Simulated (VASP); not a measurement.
Runs of VASP 6.6.1 on NbRu3. The structure is that of space group Pm-3m (No. 221), or close to it. The cells are those of the table. 

```csv
task,cell,cutoff (eV),k mesh for the DOS,occupations for the DOS,gap on the mesh (eV),pressure (GPa)
single point,"a = 3.880, b = 3.880, c = 3.802 Å, 4 atoms",520,-,-,none,(a)
single point,"a = 3.880, b = 3.880, c = 3.841 Å, 4 atoms",520,-,-,none,-8.3
electric field gradients,"a = 3.880, b = 3.880, c = 3.841 Å, 4 atoms",520,-,-,none,-8.3
electric field gradients,"a = 3.880 Å, 4 atoms",400,-,-,none,-11.7
```

Alike in all rows: level LDA; potentials or basis VASP PAW LDA potentials, release 64 (Nb_sv, Ru_pv); no spin polarisation; k mesh 9 × 9 × 9; smearing fermi-dirac 0.05 eV.

Problem. Estimate the missing entries.

Solution. (a) -5.4.

A k mesh can miss the band edges, and the runs leave out spin-orbit coupling on Nb, Ru.

A gap of «none» marks levels without a gap at the run's occupations.
